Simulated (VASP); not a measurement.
Here is a VASP 6.6.1 calculation.

Contents of INCAR:

```
PREC = Accurate
ENCUT = 520
EDIFF = 1E-6
ISMEAR = 0
SIGMA = 0.1
LREAL = F
LASPH = T
NELM = 150
ALGO = Normal
ISIF = 2
LWAVE = F
LCHARG = T
ISPIN = 2
MAGMOM = 0 0 0 0 0 1
LORBIT = 11
GGA = PE
LELF = T
LVHAR = T
NBANDS = 25
```

The input KPOINTS:

```
Automatic mesh
0
Gamma
  4 4 4
```

File POSCAR:

```
Mg3S2O
1.0
    5.4234640421      0.0000000000      0.0000000000
    0.0000000000      5.4234640421      0.0000000000
    0.0000000000      0.0000000000      4.4563073056
Mg S O
3 2 1
Direct
    0.0000000000      0.5000000000      0.5000000000
    0.5000000000      0.0000000000      0.5000000000
    0.5000000000      0.5000000000      0.5000000000
    0.5000000000      0.5000000000      0.0000000000
    0.0000000000      0.0000000000      0.5000000000
    0.0000000000      0.0000000000      0.0000000000
```

Potentials or basis: VASP PAW PBE potentials, release 64 (Mg, S, O).

Run with:

```console
$ cat potpaw_PBE.64/Mg/POTCAR potpaw_PBE.64/S/POTCAR potpaw_PBE.64/O/POTCAR > POTCAR
$ mpirun -np 1 vasp_std > vasp.out
```

(1) Predict the band gap on the k mesh.

(2) Estimate the net moment.

(3) What does it give for the pressure?

Results:

(1) zero (filled and empty bands overlap).

(2) 0.00 μB per cell.

(3) 0.1 GPa.

Caveat: semilocal functionals underestimate gaps, so a narrow gap can read as zero.
